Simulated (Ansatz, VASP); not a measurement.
## One calculation of CO, two programs

```
O C
1.0
     7.18681    0.00000    0.00000
     0.00000    7.18681    0.00000
     0.00000    0.00000    7.18681
O C
8 8
Direct
  0.84895 0.97061 0.35945
  0.33736 0.80516 0.24850
  0.38763 0.41757 0.07045
  0.57120 0.45840 0.46957
  0.96212 0.18889 0.95917
  0.06407 0.42476 0.42872
  0.26161 0.06515 0.62354
  0.72079 0.77789 0.98357
  0.78328 0.03191 0.48918
  0.30100 0.93248 0.16244
  0.47686 0.31296 0.99203
  0.49499 0.50887 0.59838
  0.91729 0.31678 0.87776
  0.99114 0.50629 0.31498
  0.35637 0.96563 0.70178
  0.81368 0.77337 0.85584
```

Alike in both runs: functional PBE; k mesh 1 × 1 × 1; occupations fermi-dirac, width 0.02 eV; no spin polarisation.

Ansatz relaxed the structure, and its values are those at the end. VASP's run is a single point on that final structure, the one shown.

|  | VASP | Ansatz |
| --- | --- | --- |
| version | VASP 6.6.1 | Ansatz 0.2.0 |
| potentials or method | VASP PAW PBE potentials, release 64 (O_h, C_h), cutoff 1000 eV | scalar-relativistic, plane waves, PAW |
| valence electrons in the cell | 80 | 80 |

Ansatz gave:

| Property | Result |
| --- | --- |
| rms of the force components (eV/Å) | 0.074 |

Task: What did VASP give for the same quantities?

Result: rms of the force components (eV/Å): 0.070.

With one functional, cell and mesh, what is left measures potentials, basis and numerics.
